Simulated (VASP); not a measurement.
The system is BAs.

```xyz
2
Lattice="0.0000 2.3919 2.3919 2.3919 0.0000 2.3919 2.3919 2.3919 0.0000" Properties=species:S:1:pos:R:3 pbc="T T T"
B     1.1959    1.1959    1.1959
As    0.0000    0.0000    0.0000
```

Base run:

| Quantity | Value |
| --- | --- |
| Program | VASP 6.6.1 |
| Functional | PBE |
| Potentials or basis | VASP PAW PBE potentials, release 64 (B, As) |
| Cutoff | 520 eV |
| k mesh | 6 × 6 × 6 |
| Occupations | gaussian, width 0.01 eV |
| Spin | no spin polarisation |

Its results: band gap on the k mesh 1.28 eV, indirect (least direct gap 3.27 eV); pressure 2.8 GPa.

Q: After a change of settings the same cell gave: band gap on the k mesh 1.47 eV, indirect (least direct gap 3.44 eV); pressure 0.3 GPa. Which change was it?
A. functional from PBE to PBE0
B. functional from PBE to r2SCAN
C. k mesh from 6 × 6 × 6 to 10 × 10 × 10
D. functional from PBE to HSE06

A: B.

r2SCAN gives the wider gap, since meta-GGAs in the generalised Kohn-Sham scheme recover part of the derivative discontinuity.

Caveats: the PAW data sets were made with another functional, which shifts forces and pressure a little (some runs).
